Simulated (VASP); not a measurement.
# LiReS3 (Pm-3m) in VASP: single point with PBE

Aim: the single point of LiReS3 with PBE.

Program: VASP 6.6.1. These are calculated values, not measurements. Logs are shortened: lines on timing, memory, paths and dates and some standing lists are left out, and cuts for length are marked.

### Step 1. The cell of the first run

The structure is cubic, space group Pm-3m (No. 221). Conventional cell: a = 4.273 Å, b = 4.273 Å, c = 4.273 Å, α = 90.00°, β = 90.00°, γ = 90.00°. Within 2.8 Å of Li (site symmetry m-3m) lie 6 S at 2.14 Å. Within 4.0 Å of Re (site symmetry m-3m) lie 12 S at 3.02 Å and 8 Li at 3.70 Å. S (site symmetry 4/mmm) has 2 Li at 2.14 Å within 2.8 Å.

### Step 2. Single point, PBE, collinear spin

INCAR reads:

```
SYSTEM = LiReS3
ALGO = Normal
EDIFF = 1E-6
ENCUT = 520
GGA = PE
ISIF = 2
ISMEAR = 0
ISPIN = 2
LASPH = .True.
LCHARG = .False.
LMAXMIX = 4
LORBIT = 11
LREAL = .False.
LWAVE = .False.
MAGMOM = 0 0.25 0 0 0
NBANDS = 26
NELM = 150
PREC = Accurate
SIGMA = 0.1
```

KPOINTS reads:

```
k-points
0
Gamma
  10 10 10
  0 0 0
```

POSCAR reads:

```
LiReS3
1.0
    4.2725977516      0.0000000000      0.0000000000
    0.0000000000      4.2725977516      0.0000000000
    0.0000000000      0.0000000000      4.2725977516
Li Re S
1 1 3
Direct
    0.0000000000      0.0000000000      0.0000000000
    0.5000000000      0.5000000000      0.5000000000
    0.5000000000      0.0000000000      0.0000000000
    0.0000000000      0.5000000000      0.0000000000
    0.0000000000      0.0000000000      0.5000000000
```

Potentials or basis: VASP PAW PBE potentials, release 64 (Li_sv, Re, S).

Command:

```
$ cat potpaw_PBE.64/Li_sv/POTCAR potpaw_PBE.64/Re/POTCAR potpaw_PBE.64/S/POTCAR > POTCAR
$ mpirun -np 1 vasp_std > vasp.out
```

OUTCAR:

```text
SYSTEM = LiReS3
   EDIFF = 1E-6
   ENCUT = 520
   GGA = PE
   ISIF = 2
   ISMEAR = 0
   ISPIN = 2
   LASPH = .True.
   LORBIT = 11
   LREAL = .False.
   NELM = 150
   PREC = Accurate

 ion  position               nearest neighbor table
   1  0.000  0.000  0.000-   3 2.14   4 2.14   5 2.14   5 2.14   4 2.14   3 2.14
   2  0.500  0.500  0.500-   3 3.02   4 3.02   5 3.02   3 3.02   4 3.02   3 3.02   5 3.02   3 3.02
                             4 3.02   5 3.02   4 3.02   5 3.02
   3  0.500  0.000  0.000-   1 2.14   1 2.14   2 3.02   2 3.02   2 3.02   2 3.02
   4  0.000  0.500  0.000-   1 2.14   1 2.14   2 3.02   2 3.02   2 3.02   2 3.02
   5  0.000  0.000  0.500-   1 2.14   1 2.14   2 3.02   2 3.02   2 3.02   2 3.02

  LATTYP: Found a simple cubic cell.
 ALAT       =     4.2725977516

  Lattice vectors:

 A1 = (   4.2725977516,   0.0000000000,   0.0000000000)
 A2 = (   0.0000000000,   4.2725977516,   0.0000000000)
 A3 = (   0.0000000000,   0.0000000000,   4.2725977516)

Analysis of symmetry for initial positions (statically):
=====================================================================
 Subroutine PRICEL returns:
 Original cell was already a primitive cell.

 Routine SETGRP: Setting up the symmetry group for a
 simple cubic supercell.

 Subroutine GETGRP returns: Found 48 space group operations
 (whereof 48 operations were pure point group operations)
 out of a pool of 48 trial point group operations.

The static configuration has the point symmetry O_h .

Analysis of symmetry for dynamics (positions and initial velocities):
=====================================================================
 Subroutine PRICEL returns:
 Original cell was already a primitive cell.

 Routine SETGRP: Setting up the symmetry group for a
 simple cubic supercell.

 Subroutine GETGRP returns: Found 48 space group operations
 (whereof 48 operations were pure point group operations)
 out of a pool of 48 trial point group operations.

The dynamic configuration has the point symmetry O_h .

Analysis of structural, dynamic, and magnetic symmetry:
=====================================================================
 Subroutine PRICEL returns:
 Original cell was already a primitive cell.

 Routine SETGRP: Setting up the symmetry group for a
 simple cubic supercell.

 Subroutine GETGRP returns: Found 48 space group operations
 (whereof 48 operations were pure point group operations)
 out of a pool of 48 trial point group operations.

The overall configuration has the point symmetry O_h .

 Subroutine INISYM returns: Found 48 space group operations
 (whereof 48 operations are pure point group operations),
 and found     1 'primitive' translations

----------------------------------------------------------------------------------------

                                     Primitive cell

  volume of cell :      77.9967

  direct lattice vectors                    reciprocal lattice vectors
     4.272597752  0.000000000  0.000000000     0.234049648  0.000000000  0.000000000
     0.000000000  4.272597752  0.000000000     0.000000000  0.234049648  0.000000000
     0.000000000  0.000000000  4.272597752     0.000000000  0.000000000  0.234049648

  length of vectors
     4.272597752  4.272597752  4.272597752     0.234049648  0.234049648  0.234049648

  position of ions in fractional coordinates (direct lattice)
     0.000000000  0.000000000  0.000000000
     0.500000000  0.500000000  0.500000000
     0.500000000  0.000000000  0.000000000
     0.000000000  0.500000000  0.000000000
     0.000000000  0.000000000  0.500000000

  ion indices of the primitive-cell ions
   primitive index   ion index
                 1           1
                 2           2
                 3           3
                 4           4
                 5           5

----------------------------------------------------------------------------------------

 KPOINTS: k-points

Automatic generation of k-mesh.
 Grid dimensions read from file:
 generate k-points for:   10   10   10

 Generating k-lattice:

  Cartesian coordinates                     Fractional coordinates (reciprocal lattice)
     0.023404965  0.000000000  0.000000000     0.100000000  0.000000000  0.000000000
     0.000000000  0.023404965  0.000000000     0.000000000  0.100000000  0.000000000
     0.000000000  0.000000000  0.023404965     0.000000000  0.000000000  0.100000000

  Length of vectors
     0.023404965  0.023404965  0.023404965

  Shift w.r.t. Gamma in fractional coordinates (k-lattice)
     0.000000000  0.000000000  0.000000000

 Subroutine IBZKPT returns following result:
 ===========================================

 Found     56 irreducible k-points:

 Following reciprocal coordinates:
            Coordinates               Weight
  0.000000  0.000000  0.000000      1.000000
  0.100000  0.000000  0.000000      6.000000
  0.200000  0.000000  0.000000      6.000000
  0.300000  0.000000  0.000000      6.000000
  0.400000  0.000000  0.000000      6.000000
  0.500000  0.000000  0.000000      3.000000
[... 16 lines left out ...]
  0.200000  0.100000  0.100000     24.000000
  0.300000  0.100000  0.100000     24.000000
 [... further k-points ...]
   k-points           NKPTS =     56   k-points in BZ     NKDIM =     56   number of bands    NBANDS=     26
   number of dos      NEDOS =    301   number of ions     NIONS =      5
   total plane-waves  NPLWV =  32768
   dimension x,y,z NGX =    32 NGY =   32 NGZ =   32
   dimension x,y,z NGXF=    64 NGYF=   64 NGZF=   64
   ions per type =               1   1   3
   NGX,Y,Z   is equivalent  to a cutoff of  12.45, 12.45, 12.45 a.u.
   NGXF,Y,Z  is equivalent  to a cutoff of  24.90, 24.90, 24.90 a.u.
 SYSTEM =  LiReS3
   PREC   = accura    normal or accurate (medium, high low for compatibility)
   ISTART =      0    job   : 0-new  1-cont  2-samecut
   ICHARG =      2    charge: 1-file 2-atom 10-const
   ISPIN  =      2    spin polarized calculation?
   LNONCOLLINEAR =      F non collinear calculations
   LSORBIT =      F    spin-orbit coupling
   LASPH  =      T    aspherical Exc in radial PAW
   ENCUT  =  520.0 eV  38.22 Ry    6.18 a.u.   7.94  7.94  7.94*2*pi/ulx,y,z
   NELM   =    150;   NELMIN=  2; NELMDL= -5     # of ELM steps
   EDIFF  = 0.1E-05   stopping-criterion for ELM
   LREAL  =      F    real-space projection
[... 7 lines left out ...]
   TEBEG  =    0.0;   TEEND  =   0.0 temperature during run
   PSTRESS=    0.0 pullay stress
   NELECT =      28.0000    total number of electrons
   NUPDOWN=      -1.0000    fix difference up-down
   EMIN   =  10.00;   EMAX   =-10.00  energy-range for DOS
   EFERMI =   0.00;   METHOD = LEGACY
   ISMEAR =     0;   SIGMA  =   0.10  broadening in eV -4-tet -1-fermi 0-gaus
   EFERMI_NEDOS =   21; number of points for ismear=-14 and -15
   IALGO  =     38    algorithm
   IMIX   =      4    mixing-type and parameters
     AMIX     =   0.40;   BMIX     =  1.00
     AMIX_MAG =   1.60;   BMIX_MAG =  1.00
  volume/ion in A,a.u.               =      15.60       105.27
  Fermi-wavevector in a.u.,A,eV,Ry     =   1.163507  2.198709 18.418853  1.353747
  Thomas-Fermi vector in A             =   2.300055
   LORBIT       =     11    0 simple, 1 ext, 2 COOP (PROOUT), +10 PAW based schemes
   GGA     = PE    functional components
   LHFCALC =     F    Hartree Fock is set to
   AEXX    =    0.0000 exact exchange contribution
   IVDW    =     0    specifies the selected vdW correction
   LEPSILON=     F    determine dielectric tensor
   LRPA    =     F    only Hartree local field effects (RPA)
 spin polarized calculation
 Gauss-broadening in eV      SIGMA  =   0.10
  energy-cutoff  :      520.00
  volume of cell :       78.00
 maximum number of plane-waves:      2176
 NGX is ok and might be reduce to    32
   NGX = 15   NGY = 15   NGZ = 15

 number of electron      27.9999990 magnetization       0.0319342

 number of electron      27.9999990 magnetization      -0.0007856

 Free energy of the ion-electron system (eV)
  ---------------------------------------------------
  ext. energy  EPLUGINS =         0.00000000
  ---------------------------------------------------
  free energy    TOTEN  =       -21.03447930 eV

  energy without entropy =      -21.00226728  energy(sigma->0) =      -21.01837329

 E-fermi :   5.8676     XC(G=0): -11.0101

 val. band max:        5.8575617794   @ k =   0.2000   0.1000   0.1000
 cond. band min:       5.8744578057   @ k =   0.4000   0.4000   0.3000
 fundamental gap:      0.0168960263
 Fermi energy:         5.8676362555

 spin component 1

 k-point     1 :       0.0000    0.0000    0.0000
  band No.  band energies     occupation
      1     -38.3745      1.00000
      2      -8.8175      1.00000
      3      -5.4594      1.00000
      4      -5.4594      1.00000
      5       0.4746      1.00000
      6       0.4746      1.00000
[... 685 lines left out ...]
     25      15.0776      0.00000
     26      16.5129      0.00000

 [... further k-points ...]

 spin component 2

 k-point     1 :       0.0000    0.0000    0.0000
  band No.  band energies     occupation
      1     -38.3745      1.00000
      2      -8.8174      1.00000
      3      -5.4592      1.00000
      4      -5.4592      1.00000
      5       0.4747      1.00000
      6       0.4747      1.00000
[... 685 lines left out ...]
     25      15.0776      0.00000
     26      16.5134      0.00000

 [... further k-points ...]

------------------------ aborting loop because EDIFF is reached ----------------------------------------

  FORCE on cell =-STRESS in cart. coord.  units (eV):
  Direction    XX          YY          ZZ          XY          YZ          ZX
  --------------------------------------------------------------------------------------
  -------------------------------------------------------------------------------------
  Total       -1.6521408     -1.6521408     -1.6521408     -0.0000000     -0.0000000     -0.0000000
  in kB      -33.9376376    -33.9376376    -33.9376376     -0.0000000     -0.0000000     -0.0000000
  external PRESSURE =     -33.9376376 kB  Pullay stress =       0.0000000 kB

 VOLUME and BASIS-vectors are now :
 -----------------------------------------------------------------------------
  energy-cutoff  :      520.00
  volume of cell :       78.00
      direct lattice vectors                 reciprocal lattice vectors
     4.272597752  0.000000000  0.000000000     0.234049648  0.000000000  0.000000000
     0.000000000  4.272597752  0.000000000     0.000000000  0.234049648  0.000000000
     0.000000000  0.000000000  4.272597752     0.000000000  0.000000000  0.234049648

 POSITION                                       TOTAL-FORCE (eV/Angst)
 -----------------------------------------------------------------------------------
      0.00000      0.00000      0.00000         0.000000      0.000000      0.000000
      2.13630      2.13630      2.13630         0.000000      0.000000      0.000000
      2.13630      0.00000      0.00000         0.000000      0.000000      0.000000
      0.00000      2.13630      0.00000         0.000000      0.000000      0.000000
      0.00000      0.00000      2.13630         0.000000      0.000000      0.000000
 -----------------------------------------------------------------------------------
    total drift:                                0.000000      0.000000     -0.000000

  FREE ENERGIE OF THE ION-ELECTRON SYSTEM (eV)
  ---------------------------------------------------
  free  energy   TOTEN  =       -21.0344793009 eV

  energy  without entropy=      -21.0022672811  energy(sigma->0) =      -21.01837329

 total charge

# of ion       s       p       d       tot
------------------------------------------
    1        2.059   0.164   0.000   2.222
    2        0.359   0.174   4.526   5.060
    3        1.405   2.194   0.000   3.599
    4        1.405   2.194   0.000   3.599
    5        1.405   2.194   0.000   3.599
--------------------------------------------------
tot          6.632   6.921   4.526  18.080

 magnetization (x)

# of ion       s       p       d       tot
------------------------------------------
    1       -0.000  -0.000   0.000  -0.000
    2       -0.000  -0.000  -0.001  -0.001
    3        0.000   0.000   0.000   0.000
    4        0.000   0.000   0.000   0.000
    5        0.000   0.000   0.000   0.000
--------------------------------------------------
tot         -0.000   0.000  -0.001  -0.001
```

Run time: 4.9 min. Hardware: 1 thread of Intel Xeon Platinum 8488C (Sapphire Rapids), shared host; peak memory 0.32 GiB.

What came out:

```yaml
Free_energy: -21.0345 eV
Band_gap_on_the_k_mesh: zero (filled and empty bands overlap)
Net_moment: 0.00 μB per cell
Valence_electrons_inside_the_program's_atomic_spheres: Li 2.22; Re 5.06; S 3.60
```

Levels at points of the mesh, in eV from the Fermi level:
Spin up:
```csv
k point,band 11,band 12,band 13,band 14,band 15,band 16,band 17,band 18
"(0.00, 0.00, 0.00)",-0.90,-0.90,-0.81,-0.81,-0.81,0.05,0.16,0.16
"(0.50, 0.00, 0.00)",-1.88,-1.13,-1.13,-0.68,-0.24,1.79,1.94,1.94
"(0.50, 0.50, 0.00)",-2.62,-0.82,-0.40,0.03,0.44,1.77,1.77,1.97
"(0.50, 0.50, 0.50)",-0.12,-0.10,-0.10,-0.10,0.55,0.55,0.91,0.91
```
Spin down:
```csv
k point,band 12,band 13,band 14,band 15,band 16,band 17
"(0.00, 0.00, 0.00)",-0.90,-0.81,-0.81,-0.81,0.05,0.16
"(0.50, 0.00, 0.00)",-1.13,-1.13,-0.68,-0.24,1.79,1.94
"(0.50, 0.50, 0.00)",-0.82,-0.40,0.03,0.44,1.77,1.77
"(0.50, 0.50, 0.50)",-0.10,-0.10,-0.10,0.55,0.55,0.91
```

Caveat: the cutoff is under 1.25 times the usual one of these potentials, so pressure, stress and relaxed cells hold a basis-set (Pulay) error; spin-orbit coupling is left out, which moves the levels of the heavy elements.
